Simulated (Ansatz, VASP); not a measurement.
# TiC: VASP beside Ansatz

Contents of INCAR:

```
ALGO = Normal
EDIFF = 1E-6
ENCUT = 520
GGA = PS
ISIF = 2
ISMEAR = 0
LASPH = T
LCHARG = F
LREAL = F
LWAVE = F
NBANDS = 15
NELM = 60
PREC = Accurate
SIGMA = 0.15
```

File KPOINTS:

```
k-points
0
Gamma
  18 18 18
```

POSCAR

```
TiC
1.0
    0.0000000000      2.1531800000      2.1640000000
    2.1748200000      0.0000000000      2.1640000000
    2.1748200000      2.1531800000      0.0000000000
Ti C
1 1
Direct
    0.0000000000      0.0000000000      0.0000000000
    0.5000000000      0.5000000000      0.5000000000
```

Input for Ansatz:

```yaml
crystal:
  lattice:
    - [0.0, 2.15318, 2.164]
    - [2.17482, 0.0, 2.164]
    - [2.17482, 2.15318, 0.0]
  atoms:
    - { symbol: Ti, position: [0.0, 0.0, 0.0] }
    - { symbol: C, position: [0.5, 0.5, 0.5] }
basis:
  ecutwfc: 420
kpoints:
  mp_grid: { grid: [18, 18, 18] }
hamiltonian:
  xc: pbesol
scf:
  occupations: { method: gaussian, width: 0.15 }
output:
  forces: true
  stress: true
  eigenvalues: true
```

Change from the starting cell: strain +0.0050 x Voigt [1, -1, 0, 0, 0, 0], atoms carried along.

Alike in both runs: task single point; functional PBEsol; k mesh 18 × 18 × 18; occupations gaussian, width 0.15 eV; no spin polarisation.

```csv
,VASP,Ansatz
version,VASP 6.6.1,Ansatz 0.2.0
potentials or method,"VASP PAW PBE potentials, release 64 (Ti_sv, C), cutoff 520 eV","scalar-relativistic, plane waves, PAW"
valence electrons in the cell,16,16
```

```csv
,VASP,Ansatz,Ansatz less VASP
gap on the k mesh at the Fermi level (eV),none,none,-
pressure (GPa),-5.9,-6.1,-0.24
"traceless stress, the component that is largest in VASP (GPa)",1.96,1.95,-0.009
```

VASP's potentials were made for PBE, not for PBEsol. A gap of «none» marks a metal or a gap that the smearing closes. With one functional, cell and mesh, what is left measures potentials, basis and numerics.
